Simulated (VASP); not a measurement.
# LaAg (Pm-3m) in VASP: notebook

The runs below take LaAg through single point, relaxation of cell and atoms, with LDA.

Program: VASP 6.6.1. These are calculated values, not measurements. Logs are shortened: lines on timing, memory, paths and dates and some standing lists are left out, and cuts for length are marked.

### 1 The cell of the first run

The structure is cubic, space group Pm-3m (No. 221). The conventional cell has a = 3.709 Å, b = 3.709 Å, c = 3.709 Å, α = 90.00°, β = 90.00°, γ = 90.00°. Within 4.2 Å of La (site symmetry m-3m) lie 8 Ag at 3.21 Å and 6 La at 3.71 Å. Ag (site symmetry m-3m) has 8 La at 3.21 Å and 6 Ag at 3.71 Å within 4.2 Å.

### 2 Single point, LDA

Input file INCAR:

```
SYSTEM = LaAg
ALGO = Normal
EDIFF = 1E-6
ENCUT = 520
ISIF = 2
ISMEAR = -1
LASPH = .TRUE.
LCHARG = .FALSE.
LREAL = .FALSE.
LWAVE = .FALSE.
NBANDS = 18
NELM = 100
PREC = Accurate
SIGMA = 0.05
```

Input file KPOINTS:

```
k-points
0
G
  9 9 9
  0 0 0
```

Input file POSCAR:

```
LaAg
1.0
    3.7089264012      0.0000000000      0.0000000000
    0.0000000000      3.7089264012      0.0000000000
    0.0000000000      0.0000000000      3.7089264012
La Ag
1 1
Direct
    0.5000000000      0.5000000000      0.5000000000
    0.0000000000      0.0000000000      0.0000000000
```

Potentials or basis: VASP PAW LDA potentials, release 64 (La, Ag).

Started as:

```
$ cat potpaw_LDA.64/La/POTCAR potpaw_LDA.64/Ag/POTCAR > POTCAR
$ mpirun -np 1 vasp_std > vasp.out
```

OUTCAR:

```text
SYSTEM = LaAg
   EDIFF = 1E-6
   ENCUT = 520
   ISIF = 2
   ISMEAR = -1
   LASPH = .TRUE.
   LREAL = .FALSE.
   NELM = 100
   PREC = Accurate

 ion  position               nearest neighbor table
   1  0.500  0.500  0.500-   2 3.21   2 3.21   2 3.21   2 3.21   2 3.21   2 3.21   2 3.21   2 3.21

   2  0.000  0.000  0.000-   1 3.21   1 3.21   1 3.21   1 3.21   1 3.21   1 3.21   1 3.21   1 3.21

  LATTYP: Found a simple cubic cell.
 ALAT       =     3.7089264012

  Lattice vectors:

 A1 = (   3.7089264012,   0.0000000000,   0.0000000000)
 A2 = (   0.0000000000,   3.7089264012,   0.0000000000)
 A3 = (   0.0000000000,   0.0000000000,   3.7089264012)

Analysis of symmetry for initial positions (statically):
=====================================================================
 Subroutine PRICEL returns:
 Original cell was already a primitive cell.

 Routine SETGRP: Setting up the symmetry group for a
 simple cubic supercell.

 Subroutine GETGRP returns: Found 48 space group operations
 (whereof 48 operations were pure point group operations)
 out of a pool of 48 trial point group operations.

The static configuration has the point symmetry O_h .

Analysis of symmetry for dynamics (positions and initial velocities):
=====================================================================
 Subroutine PRICEL returns:
 Original cell was already a primitive cell.

 Routine SETGRP: Setting up the symmetry group for a
 simple cubic supercell.

 Subroutine GETGRP returns: Found 48 space group operations
 (whereof 48 operations were pure point group operations)
 out of a pool of 48 trial point group operations.

The dynamic configuration has the point symmetry O_h .

 Subroutine INISYM returns: Found 48 space group operations
 (whereof 48 operations are pure point group operations),
 and found     1 'primitive' translations

----------------------------------------------------------------------------------------

                                     Primitive cell

  volume of cell :      51.0205

  direct lattice vectors                    reciprocal lattice vectors
     3.708926401  0.000000000  0.000000000     0.269619801  0.000000000  0.000000000
     0.000000000  3.708926401  0.000000000     0.000000000  0.269619801  0.000000000
     0.000000000  0.000000000  3.708926401     0.000000000  0.000000000  0.269619801

  length of vectors
     3.708926401  3.708926401  3.708926401     0.269619801  0.269619801  0.269619801

  position of ions in fractional coordinates (direct lattice)
     0.500000000  0.500000000  0.500000000
     0.000000000  0.000000000  0.000000000

  ion indices of the primitive-cell ions
   primitive index   ion index
                 1           1
                 2           2

----------------------------------------------------------------------------------------

 KPOINTS: k-points

Automatic generation of k-mesh.
 Grid dimensions read from file:
 generate k-points for:    9    9    9

 Generating k-lattice:

  Cartesian coordinates                     Fractional coordinates (reciprocal lattice)
     0.029957756  0.000000000  0.000000000     0.111111111  0.000000000  0.000000000
     0.000000000  0.029957756  0.000000000     0.000000000  0.111111111  0.000000000
     0.000000000  0.000000000  0.029957756     0.000000000  0.000000000  0.111111111

  Length of vectors
     0.029957756  0.029957756  0.029957756

  Shift w.r.t. Gamma in fractional coordinates (k-lattice)
     0.000000000  0.000000000  0.000000000

 Subroutine IBZKPT returns following result:
 ===========================================

 Found     35 irreducible k-points:

 Following reciprocal coordinates:
            Coordinates               Weight
  0.000000  0.000000  0.000000      1.000000
  0.111111  0.000000  0.000000      6.000000
  0.222222  0.000000  0.000000      6.000000
  0.333333  0.000000  0.000000      6.000000
  0.444444  0.000000  0.000000      6.000000
  0.111111  0.111111  0.000000     12.000000
[... 16 lines left out ...]
  0.333333  0.333333  0.111111     24.000000
  0.444444  0.333333  0.111111     48.000000
 [... further k-points ...]
   k-points           NKPTS =     35   k-points in BZ     NKDIM =     35   number of bands    NBANDS=     18
   number of dos      NEDOS =    301   number of ions     NIONS =      2
   total plane-waves  NPLWV =  21952
   dimension x,y,z NGX =    28 NGY =   28 NGZ =   28
   dimension x,y,z NGXF=    56 NGYF=   56 NGZF=   56
   ions per type =               1   1
   NGX,Y,Z   is equivalent  to a cutoff of  12.55, 12.55, 12.55 a.u.
   NGXF,Y,Z  is equivalent  to a cutoff of  25.10, 25.10, 25.10 a.u.
 SYSTEM =  LaAg
   PREC   = accura    normal or accurate (medium, high low for compatibility)
   ISTART =      0    job   : 0-new  1-cont  2-samecut
   ICHARG =      2    charge: 1-file 2-atom 10-const
   ISPIN  =      1    spin polarized calculation?
   LNONCOLLINEAR =      F non collinear calculations
   LSORBIT =      F    spin-orbit coupling
   LASPH  =      T    aspherical Exc in radial PAW
   ENCUT  =  520.0 eV  38.22 Ry    6.18 a.u.   6.90  6.90  6.90*2*pi/ulx,y,z
   NELM   =    100;   NELMIN=  2; NELMDL= -5     # of ELM steps
   EDIFF  = 0.1E-05   stopping-criterion for ELM
   LREAL  =      F    real-space projection
   EDIFFG = 0.1E-04   stopping-criterion for IOM
   NSW    =      0    number of steps for IOM
   IBRION =     -1    ionic relax: 0-MD 1-quasi-New 2-CG
   NFREE  =      0    steps in history (QN), initial steepest desc. (CG)
   ISIF   =      2    stress and relaxation
   ISYM   =      2    0-nonsym 1-usesym 2-fastsym
   POTIM  = 0.5000    time-step for ionic-motion
   TEBEG  =    0.0;   TEEND  =   0.0 temperature during run
   PSTRESS=    0.0 pullay stress
   NELECT =      22.0000    total number of electrons
   NUPDOWN=      -1.0000    fix difference up-down
   EMIN   =  10.00;   EMAX   =-10.00  energy-range for DOS
   EFERMI =   0.00;   METHOD = LEGACY
   ISMEAR =    -1;   SIGMA  =   0.05  broadening in eV -4-tet -1-fermi 0-gaus
   EFERMI_NEDOS =   21; number of points for ismear=-14 and -15
   IALGO  =     38    algorithm
   IMIX   =      4    mixing-type and parameters
     AMIX     =   0.40;   BMIX     =  1.00
     AMIX_MAG =   1.60;   BMIX_MAG =  1.00
  volume/ion in A,a.u.               =      25.51       172.15
  Fermi-wavevector in a.u.,A,eV,Ry     =   1.236804  2.337220 20.812612  1.529684
  Thomas-Fermi vector in A             =   2.371397
   LORBIT       =      0    0 simple, 1 ext, 2 COOP (PROOUT), +10 PAW based schemes
   GGA     = CA    functional components
   LHFCALC =     F    Hartree Fock is set to
   AEXX    =    0.0000 exact exchange contribution
   IVDW    =     0    specifies the selected vdW correction
   LEPSILON=     F    determine dielectric tensor
   LRPA    =     F    only Hartree local field effects (RPA)
 non-spin polarized calculation
  energy-cutoff  :      520.00
  volume of cell :       51.02
 maximum number of plane-waves:      1390
 NGX is ok and might be reduce to    28
   NGX = 13   NGY = 13   NGZ = 13

 number of electron      21.9999998 magnetization

 Free energy of the ion-electron system (eV)
  ---------------------------------------------------
  ext. energy  EPLUGINS =         0.00000000
  ---------------------------------------------------
  free energy    TOTEN  =        -9.80043025 eV

  energy without entropy =       -9.78726548  energy(sigma->0) =       -9.79384787

 E-fermi :   8.6531     XC(G=0): -10.9652

 val. band max:        8.6311395951   @ k =   0.4444   0.2222   0.2222
 cond. band min:       8.6891068356   @ k =   0.4444   0.1111   0.0000
 fundamental gap:      0.0579672405
 Fermi energy:         8.6531018206

 k-point     1 :       0.0000    0.0000    0.0000
  band No.  band energies     occupation
      1     -24.1751      2.00000
      2      -7.5403      2.00000
      3      -7.5403      2.00000
      4      -7.5403      2.00000
      5       3.1261      2.00000
      6       3.1261      2.00000
[... 10 lines left out ...]
     17      10.2668      0.00000
     18      10.2668      0.00000

 k-point     2 :       0.1111    0.0000    0.0000
  band No.  band energies     occupation
      1     -24.1658      2.00000
      2      -7.6610      2.00000
      3      -7.5326      2.00000
      4      -7.5326      2.00000
      5       3.1558      2.00000
      6       3.2172      2.00000
[... 10 lines left out ...]
     17      10.2863      0.00000
     18      10.2865      0.00000

 k-point     3 :       0.2222    0.0000    0.0000
  band No.  band energies     occupation
      1     -24.1421      2.00000
      2      -7.9510      2.00000
      3      -7.5132      2.00000
      4      -7.5132      2.00000
      5       3.2334      2.00000
      6       3.4472      2.00000
[... 10 lines left out ...]
     17      10.3363      0.00000
     18      10.3364      0.00000

 k-point     4 :       0.3333    0.0000    0.0000
  band No.  band energies     occupation
      1     -24.1149      2.00000
      2      -8.2575      2.00000
      3      -7.4909      2.00000
      4      -7.4909      2.00000
      5       3.3260      2.00000
      6       3.7045      2.00000
[... 10 lines left out ...]
     17      10.3911      0.00000
     18      10.3911      0.00000

 k-point     5 :       0.4444    0.0000    0.0000
  band No.  band energies     occupation
      1     -24.0970      2.00000
      2      -8.4463      2.00000
      3      -7.4763      2.00000
      4      -7.4763      2.00000
      5       3.3894      2.00000
      6       3.8460      2.00000
[... 10 lines left out ...]
     17      10.4248      0.00000
     18      10.4320      0.00000

 k-point     6 :       0.1111    0.1111    0.0000
  band No.  band energies     occupation
      1     -24.1566      2.00000
      2      -7.6658      2.00000
      3      -7.6369      2.00000
      4      -7.5245      2.00000
      5       3.2107      2.00000
      6       3.2753      2.00000
[... 307 lines left out ...]
 k-point    21 :       0.3333    0.2222    0.1111
  band No.  band energies     occupation
      1     -24.0754      2.00000
      2      -8.1793      2.00000
      3      -7.8462      2.00000
      4      -7.5583      2.00000
      5       3.4667      2.00000
      6       3.5726      2.00000
[... 10 lines left out ...]
     17      10.4409      0.00000
     18      10.5595      0.00000

 k-point    22 :       0.4444    0.2222    0.1111
  band No.  band energies     occupation
      1     -24.0583      2.00000
      2      -8.3569      2.00000
      3      -7.8210      2.00000
      4      -7.5383      2.00000
      5       3.4789      2.00000
      6       3.5214      2.00000
[... 10 lines left out ...]
     17      10.4941      0.00000
     18      10.5927      0.00000

 k-point    23 :       0.3333    0.3333    0.1111
  band No.  band energies     occupation
      1     -24.0501      2.00000
      2      -8.1462      2.00000
      3      -8.1062      2.00000
      4      -7.5254      2.00000
      5       3.4353      2.00000
      6       3.4948      2.00000
[... 10 lines left out ...]
     17      10.4942      0.00000
     18      10.6025      0.00000

 k-point    24 :       0.4444    0.3333    0.1111
  band No.  band energies     occupation
      1     -24.0334      2.00000
      2      -8.2994      2.00000
      3      -8.0919      2.00000
      4      -7.5036      2.00000
      5       3.4007      2.00000
      6       3.4215      2.00000
[... 10 lines left out ...]
     17      10.5454      0.00000
     18      10.6502      0.00000

 [... further k-points ...]
[... 5 lines left out ...]
  --------------------------------------------------------------------------------------
  -------------------------------------------------------------------------------------
  Total       -0.0073399     -0.0073399     -0.0073399     -0.0000000     -0.0000000      0.0000000
  in kB       -0.2304933     -0.2304933     -0.2304933     -0.0000000     -0.0000000      0.0000000
  external PRESSURE =      -0.2304933 kB  Pullay stress =       0.0000000 kB

 VOLUME and BASIS-vectors are now :
 -----------------------------------------------------------------------------
  energy-cutoff  :      520.00
  volume of cell :       51.02
      direct lattice vectors                 reciprocal lattice vectors
     3.708926401  0.000000000  0.000000000     0.269619801  0.000000000  0.000000000
     0.000000000  3.708926401  0.000000000     0.000000000  0.269619801  0.000000000
     0.000000000  0.000000000  3.708926401     0.000000000  0.000000000  0.269619801

 POSITION                                       TOTAL-FORCE (eV/Angst)
 -----------------------------------------------------------------------------------
      1.85446      1.85446      1.85446         0.000000      0.000000      0.000000
      0.00000      0.00000      0.00000         0.000000      0.000000      0.000000
 -----------------------------------------------------------------------------------
    total drift:                               -0.000000      0.000000      0.000000

  FREE ENERGIE OF THE ION-ELECTRON SYSTEM (eV)
  ---------------------------------------------------
  free  energy   TOTEN  =        -9.8004302486 eV

  energy  without entropy=       -9.7872654845  energy(sigma->0) =       -9.79384787
```

It took 13 s on 1 thread of Intel Xeon 6975P-C (Granite Rapids), shared host; peak memory 0.17 GiB.

Results:

```
Free energy            : -9.8004 eV
Pressure               : 0.0 GPa
Band gap on the k mesh : zero (bands 11 and 12 overlap by 2.29 eV)
```

Levels at points of the mesh, in eV from the Fermi level:
```csv
k point,band 9,band 10,band 11,band 12,band 13,band 14
"(0.00, 0.00, 0.00)",-4.81,-4.81,0.20,0.20,1.60,1.60
```

Caveat: spin-orbit coupling is left out, which moves the levels of the heavy elements.

(Part 1 of 3 ends here.)
